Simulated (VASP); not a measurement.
# GaN (P6_3mc) in VASP: single point with r2SCAN

Aim: the single point of GaN with r2SCAN.

Everything below comes from runs of VASP 6.6.1. Logs are shortened: lines on timing, memory, paths and dates and some standing lists are left out, and cuts for length are marked.

## Step 1: The cell of the first run

It takes space group P6_3mc (No. 186, hexagonal). The conventional cell has a = 3.183 Å, b = 3.183 Å, c = 5.184 Å, α = 90.00°, β = 90.00°, γ = 120.00°. Within 2.6 Å of Ga (site symmetry 3m) lie 4 N at 1.95 Å. N (site symmetry 3m) has 4 Ga at 1.95 Å within 2.6 Å.

## Step 2: Single point, r2SCAN

POSCAR

```
GaN
1.0
    3.1832830160      0.0000000000      0.0000000000
   -1.5916415080      2.7568039593      0.0000000000
    0.0000000000      0.0000000000      5.1838435005
Ga N
2 2
Direct
    0.6666666667      0.3333333333      0.4991063492
    0.3333333333      0.6666666667      0.9991063492
    0.6666666667      0.3333333333      0.8758936508
    0.3333333333      0.6666666667      0.3758936508
```

INCAR.step1

```
SYSTEM = GaN
PREC     = Accurate       ! precision mode
ENCUT    = 910            ! plane-wave cutoff, eV
ISMEAR   = 0              ! smearing method
SIGMA    = 0.02           ! smearing width, eV
LREAL    = .False.        ! projectors in reciprocal space
LASPH    = .True.         ! aspherical terms in the spheres
NELM     = 120            ! most SCF steps
NBANDS   = 26             ! bands
GGA      = PE             ! functional
ALGO     = Normal         ! electronic algorithm
EDIFF    = 1E-5           ! SCF threshold, eV
LWAVE    = .True.         ! write WAVECAR
LCHARG   = .False.        ! write CHGCAR
GGA_COMPAT= .False.
```

INCAR.step2

```
SYSTEM = GaN
PREC     = Accurate       ! precision mode
ENCUT    = 910            ! plane-wave cutoff, eV
EDIFF    = 1E-6           ! SCF threshold, eV
ISMEAR   = 0              ! smearing method
SIGMA    = 0.02           ! smearing width, eV
LREAL    = .False.        ! projectors in reciprocal space
LASPH    = .True.         ! aspherical terms in the spheres
NELM     = 120            ! most SCF steps
ALGO     = Normal         ! electronic algorithm
ISIF     = 2              ! what is computed and relaxed
LWAVE    = .False.        ! write WAVECAR
LCHARG   = .False.        ! write CHGCAR
METAGGA  = R2SCAN         ! meta-GGA
LMIXTAU  = .True.       
NBANDS   = 26             ! bands
ISTART   = 1            
GGA_COMPAT= .False.
```

KPOINTS

```
Automatic mesh
0
Gamma
  12 12 6
  0 0 0
```

Potentials or basis: VASP PAW PBE potentials, release 64 (Ga_d, N_h).

Started as:

```bash
cat potpaw_PBE.64/Ga_d/POTCAR potpaw_PBE.64/N_h/POTCAR > POTCAR
cp INCAR.step1 INCAR
mpirun -np 1 vasp_std > vasp.out
cp INCAR.step2 INCAR
mpirun -np 1 vasp_std > vasp.out
```

OUTCAR:

```text
SYSTEM = GaN
   PREC = Accurate
   ENCUT = 910
   EDIFF = 1E-6
   ISMEAR = 0
   LREAL = .False.
   LASPH = .True.
   NELM = 120
   ISIF = 2
   METAGGA = R2SCAN
   ISTART = 1

 ion  position               nearest neighbor table
   1  0.667  0.333  0.499-   4 1.95   4 1.95   4 1.95   3 1.95
   2  0.333  0.667  0.999-   3 1.95   3 1.95   3 1.95   4 1.95
   3  0.667  0.333  0.876-   2 1.95   2 1.95   2 1.95   1 1.95
   4  0.333  0.667  0.376-   1 1.95   1 1.95   1 1.95   2 1.95

  LATTYP: Found a hexagonal cell.
 ALAT       =     3.1832830160
 C/A-ratio  =     1.6284582535

  Lattice vectors:

 A1 = (   3.1832830160,   0.0000000000,   0.0000000000)
 A2 = (  -1.5916415080,   2.7568039593,   0.0000000000)
 A3 = (   0.0000000000,   0.0000000000,   5.1838435005)

Analysis of symmetry for initial positions (statically):
=====================================================================
 Subroutine PRICEL returns:
 Original cell was already a primitive cell.

 Routine SETGRP: Setting up the symmetry group for a
 hexagonal supercell.

 Subroutine GETGRP returns: Found 12 space group operations
 (whereof  6 operations were pure point group operations)
 out of a pool of 24 trial point group operations.

The static configuration has the point symmetry C_3v.
 The point group associated with its full space group is C_6v.

Analysis of symmetry for dynamics (positions and initial velocities):
=====================================================================
 Subroutine PRICEL returns:
 Original cell was already a primitive cell.

 Routine SETGRP: Setting up the symmetry group for a
 hexagonal supercell.

 Subroutine GETGRP returns: Found 12 space group operations
 (whereof  6 operations were pure point group operations)
 out of a pool of 24 trial point group operations.

The dynamic configuration has the point symmetry C_3v.
 The point group associated with its full space group is C_6v.

 Subroutine INISYM returns: Found 12 space group operations
 (whereof  6 operations are pure point group operations),
 and found     1 'primitive' translations

----------------------------------------------------------------------------------------

                                     Primitive cell

  volume of cell :      45.4918

  direct lattice vectors                    reciprocal lattice vectors
     3.183283016  0.000000000  0.000000000     0.314141091  0.181369444  0.000000000
    -1.591641508  2.756803959  0.000000000     0.000000000  0.362738887  0.000000000
     0.000000000  0.000000000  5.183843501     0.000000000  0.000000000  0.192907058

  length of vectors
[... 90 lines left out ...]
   IBRION =     -1    ionic relax: 0-MD 1-quasi-New 2-CG
   NFREE  =      0    steps in history (QN), initial steepest desc. (CG)
   ISIF   =      2    stress and relaxation
   ISYM   =      2    0-nonsym 1-usesym 2-fastsym
   POTIM  = 0.5000    time-step for ionic-motion
   TEBEG  =    0.0;   TEEND  =   0.0 temperature during run
   PSTRESS=    0.0 pullay stress
   NELECT =      36.0000    total number of electrons
   NUPDOWN=      -1.0000    fix difference up-down
   EMIN   =  10.00;   EMAX   =-10.00  energy-range for DOS
   EFERMI =   0.00;   METHOD = LEGACY
   ISMEAR =     0;   SIGMA  =   0.02  broadening in eV -4-tet -1-fermi 0-gaus
   EFERMI_NEDOS =   21; number of points for ismear=-14 and -15
   IALGO  =     38    algorithm
   IMIX   =      4    mixing-type and parameters
     AMIX     =   0.40;   BMIX     =  1.00
     AMIX_MAG =   1.60;   BMIX_MAG =  1.00
  volume/ion in A,a.u.               =      11.37        76.75
  Fermi-wavevector in a.u.,A,eV,Ry     =   1.514251  2.861520 31.197579  2.292957
  Thomas-Fermi vector in A             =   2.623934
   LORBIT       =      0    0 simple, 1 ext, 2 COOP (PROOUT), +10 PAW based schemes
   METAGGA = R2SCAN    functional components
   LHFCALC =     F    Hartree Fock is set to
   AEXX    =    0.0000 exact exchange contribution
   IVDW    =     0    specifies the selected vdW correction
   LEPSILON=     F    determine dielectric tensor
   LRPA    =     F    only Hartree local field effects (RPA)
 non-spin polarized calculation
 Gauss-broadening in eV      SIGMA  =   0.02
  energy-cutoff  :      910.00
  volume of cell :       45.49
 maximum number of plane-waves:      2864
 NGX is ok and might be reduce to    32
   NGX = 15   NGY = 15   NGZ = 25

 number of electron      36.0000001 magnetization

 Free energy of the ion-electron system (eV)
  ---------------------------------------------------
  ext. energy  EPLUGINS =         0.00000000
  ---------------------------------------------------
  free energy    TOTEN  =       -43.81965883 eV

  energy without entropy =      -43.81965883  energy(sigma->0) =      -43.81965883

 E-fermi :   5.5667     XC(G=0): -12.6554

 val. band max:        5.3974454910   @ k =   0.0000   0.0000   0.0000
 cond. band min:       7.7377087222   @ k =   0.0000   0.0000   0.0000
 fundamental gap:      2.3402632312
 Fermi energy:         5.5666830969

 k-point     1 :       0.0000    0.0000    0.0000
  band No.  band energies     occupation
      1     -11.4165      2.00000
      2     -10.4104      2.00000
      3      -8.4313      2.00000
      4      -8.4155      2.00000
      5      -8.4155      2.00000
      6      -8.3471      2.00000
[... 685 lines left out ...]
     25      17.5327      0.00000
     26      19.3376      0.00000

 [... further k-points ...]

------------------------ aborting loop because EDIFF is reached ----------------------------------------

  FORCE on cell =-STRESS in cart. coord.  units (eV):
  Direction    XX          YY          ZZ          XY          YZ          ZX
  --------------------------------------------------------------------------------------
  -------------------------------------------------------------------------------------
  Total        0.2750487      0.2750487      0.2538836      0.0000000      0.0000000      0.0000000
  in kB        9.6869510      9.6869510      8.9415360      0.0000000      0.0000000      0.0000000
  external PRESSURE =       9.4384794 kB  Pullay stress =       0.0000000 kB

 VOLUME and BASIS-vectors are now :
 -----------------------------------------------------------------------------
  energy-cutoff  :      910.00
  volume of cell :       45.49
      direct lattice vectors                 reciprocal lattice vectors
     3.183283016  0.000000000  0.000000000     0.314141091  0.181369444  0.000000000
    -1.591641508  2.756803959  0.000000000     0.000000000  0.362738887  0.000000000
     0.000000000  0.000000000  5.183843501     0.000000000  0.000000000  0.192907058

 POSITION                                       TOTAL-FORCE (eV/Angst)
 -----------------------------------------------------------------------------------
      1.59164      0.91893      2.58729        -0.000000      0.000000      0.000492
     -0.00000      1.83787      5.17921         0.000000     -0.000000      0.000492
      1.59164      0.91893      4.54050         0.000000      0.000000     -0.000492
     -0.00000      1.83787      1.94857        -0.000000     -0.000000     -0.000492
 -----------------------------------------------------------------------------------
    total drift:                               -0.000000      0.000000     -0.002256

  FREE ENERGIE OF THE ION-ELECTRON SYSTEM (eV)
  ---------------------------------------------------
  free  energy   TOTEN  =       -43.8196588313 eV

  energy  without entropy=      -43.8196588313  energy(sigma->0) =      -43.81965883
```

Wall time 4.9 min (1 thread of Intel Xeon 6975P-C (Granite Rapids), shared host); peak memory 0.35 GiB.

Results:

```yaml
Free_energy: -43.8197 eV
Pressure: 0.9 GPa
Band_gap_on_the_k_mesh: 2.34 eV
```

Levels at points of the mesh, in eV from the valence-band top:
| k point | band 15 | band 16 | band 17 | band 18 | band 19 | band 20 | band 21 | band 22 |
| --- | --- | --- | --- | --- | --- | --- | --- | --- |
| (0.00, 0.00, 0.00) | -1.07 | -0.04 | 0.00 | 0.00 | 2.34 | 4.81 | 9.96 | 10.59 |
| (0.50, 0.00, 0.00) | -4.29 | -2.83 | -2.24 | -1.03 | 5.58 | 6.12 | 6.55 | 9.35 |
| (0.00, 0.00, 0.50) | -0.55 | -0.55 | -0.55 | -0.55 | 4.76 | 4.76 | 9.18 | 9.18 |
| (0.50, 0.00, 0.50) | -2.01 | -2.01 | -1.95 | -1.95 | 4.89 | 4.89 | 8.42 | 8.42 |

Caveat: the cutoff is under 1.25 times the usual one of these potentials, so pressure, stress and relaxed cells hold a basis-set (Pulay) error; the PAW data sets were made with another functional, which shifts forces and pressure a little.
